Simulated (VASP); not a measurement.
Here is a VASP 6.6.1 calculation.

File INCAR:

```
SYSTEM = CoBr
PREC = Accurate
ENCUT = 520
EDIFF = 1E-6
ISMEAR = -1
SIGMA = 0.05
LREAL = .FALSE.
LASPH = .TRUE.
NELM = 150
ALGO = Normal
ISIF = 2
LWAVE = .FALSE.
LCHARG = .FALSE.
ISPIN = 2
MAGMOM = 2.5 0
LORBIT = 11
LMAXMIX = 4
LDAU = .TRUE.
LDAUTYPE = 2
LDAUL = 2 -1
LDAUU = 2 0
LDAUJ = 0 0
LDAUPRINT = 1
GGA = PE
NBANDS = 19
```

KPOINTS

```
Automatic mesh
0
G
  11 11 8
  0 0 0
```

POSCAR

```
CoBr
1.0
    3.4979560000      0.0000000000      0.0000000000
   -1.7489780000      3.0293190000      0.0000000000
    0.0000000000      0.0000000000      4.5020260000
Co Br
1 1
Direct
    0.0000000000      0.0000000000      0.0000000000
    0.0000000000      0.0000000000      0.5000000000
```

Potentials or basis: VASP PAW PBE potentials, release 64 (Co, Br).

Launch:

```bash
$ cat potpaw_PBE.64/Co/POTCAR potpaw_PBE.64/Br/POTCAR > POTCAR
$ mpirun -np 1 vasp_std > vasp.out
```

Question: Predict the site moments.

Answer: Co +2.03; Br +0.13 μB.

Question: What does it give for the net moment?

Answer: 2.05 μB per cell.

Question: Estimate the pressure.

Answer: 0.2 GPa.

Eigenvalues of the final occupation matrices:
```tsv
site	spin	trace	eigenvalues
site 1 d	1	4.70	0.92 0.94 0.94 0.95 0.95
site 1 d	2	2.67	0.47 0.49 0.49 0.61 0.61
```

The state reached can hang on the start; a lower one may exist.
